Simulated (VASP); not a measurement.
Here is a VASP 6.6.1 calculation.

Contents of INCAR:

```
PREC     = Accurate       # precision mode
ENCUT    = 600            # plane-wave cutoff, eV
EDIFF    = 1E-6           # SCF threshold, eV
ISMEAR   = 0              # smearing method
SIGMA    = 0.1            # smearing width, eV
LREAL    = False          # projectors in reciprocal space
LASPH    = True           # aspherical terms in the spheres
NELM     = 60             # most SCF steps
ALGO     = Normal         # electronic algorithm
ISIF     = 3              # what is computed and relaxed
LWAVE    = False          # write WAVECAR
LCHARG   = False          # write CHGCAR
GGA      = PE             # functional
IBRION   = 2              # ionic algorithm
NSW      = 90             # ionic steps
EDIFFG   = -0.04          # ionic threshold
```

File KPOINTS:

```
Automatic mesh
0
Gamma
  6 6 2
```

POSCAR

```
Ge5Mo
1.0
    3.0601962200      0.0000000000      0.0000000000
    0.0000000000      3.0601962200      0.0000000000
    0.0000000000      0.0000000000     12.9628926600
Ge Mo
5 1
Direct
    0.5000000000      0.5000000000      0.3344822800
    0.5000000000      0.5000000000      0.6655177200
    0.0000000000      0.0000000000      0.1759868000
    0.0000000000      0.0000000000      0.8240132000
    0.0000000000      0.0000000000      0.5000000000
    0.5000000000      0.5000000000      0.0000000000
```

Potentials or basis: VASP PAW PBE potentials, release 64 (Ge_d, Mo_sv).

Launch:

```sh
$ cat potpaw_PBE.64/Ge_d/POTCAR potpaw_PBE.64/Mo_sv/POTCAR > POTCAR
$ mpirun -np 1 vasp_std > vasp.out
```

Task: Predict the relaxed cell.

Result: a = 3.132 Å, b = 3.132 Å, c = 11.154 Å, α = 90.00°, β = 90.00°, γ = 90.00°.

Task: What does it give for the band gap on the k mesh?

Result: Zero (band 42 reaches 9.70 eV, above the bottom of band 43 at 5.86 eV).

Forces in eV/Å, atoms in the order of the input:
```
Ge   0.000  0.000  0.019
Ge   0.000  0.000 -0.019
Ge   0.000  0.000  0.025
Ge   0.000  0.000 -0.025
Ge   0.000  0.000  0.000
Mo   0.000  0.000  0.000
```
